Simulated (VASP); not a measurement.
## YbSe2: single point with PBE

The system is YbSe2.

```xyz
3
Lattice="2.4239 1.3995 3.9586 -2.4239 1.3995 3.9586 0.0000 -2.7989 3.9586" Properties=species:S:1:pos:R:3 pbc="T T T"
Yb    0.0000    0.0000    0.0000
Se    0.0000    0.0000    2.9691
Se    0.0000    0.0000    8.9068
```

```
Program             : VASP 6.6.1
Task                : single point
Functional          : PBE
Potentials or basis : VASP PAW PBE potentials, release 64 (Yb, Se)
Cutoff              : 520 eV
k mesh              : 8 × 8 × 8
Occupations         : gaussian, width 0.05 eV
Spin                : collinear spin
Starting moments    : [0.05, 0.0, 0.0] μB
```

| Item | Value |
| --- | --- |
| Pressure | -0.6 GPa |
| Band gap on the k mesh | zero (filled and empty bands overlap) |
| Net moment | 0.00 μB per cell |
| Valence electrons inside the program's atomic spheres | Yb 22.00; Se 3.80 |

Levels at points of the mesh, in eV from the Fermi level:
Spin up:
| k point | band 14 | band 15 | band 16 | band 17 | band 18 | band 19 | band 20 | band 21 | band 22 | band 23 |
| --- | --- | --- | --- | --- | --- | --- | --- | --- | --- | --- |
| (0.00, 0.00, 0.00) | -0.46 | -0.46 | -0.45 | 0.39 | 0.39 | 0.39 | 3.38 | 3.38 | 4.07 | 5.99 |
| (0.50, 0.00, 0.00) | -0.46 | -0.45 | -0.45 | -0.33 | -0.31 | -0.31 | 4.10 | 4.10 | 5.40 | 6.88 |
| (0.50, 0.50, 0.00) | -0.42 | -0.41 | -0.41 | -0.11 | -0.10 | 1.27 | 2.40 | 4.91 | 5.30 | 6.15 |
| (0.50, 0.50, 0.50) | -0.46 | -0.45 | -0.45 | -0.33 | -0.31 | -0.31 | 4.10 | 4.10 | 5.40 | 6.88 |
Spin down:
```
           k point  band 14  band 15  band 16  band 17  band 18  band 19  band 20  band 21  band 22  band 23
(0.00, 0.00, 0.00)    -0.46    -0.46    -0.45     0.39     0.39     0.39     3.38     3.38     4.07     5.99
(0.50, 0.00, 0.00)    -0.46    -0.45    -0.45    -0.33    -0.31    -0.31     4.10     4.10     5.40     6.88
(0.50, 0.50, 0.00)    -0.42    -0.41    -0.41    -0.11    -0.10     1.27     2.40     4.91     5.30     6.15
(0.50, 0.50, 0.50)    -0.46    -0.45    -0.45    -0.33    -0.31    -0.31     4.10     4.10     5.40     6.88
```

Wall time 8.6 min on 1 thread of AMD EPYC 9R45 96-Core Processor (Zen 5), with other jobs on the host, peak memory 0.4 GiB.

Caveat: spin-orbit coupling is left out, which moves the levels of the heavy elements. With open d or f shells a metallic result of PBE can be an artefact of self-interaction; +U or a hybrid may open a gap.
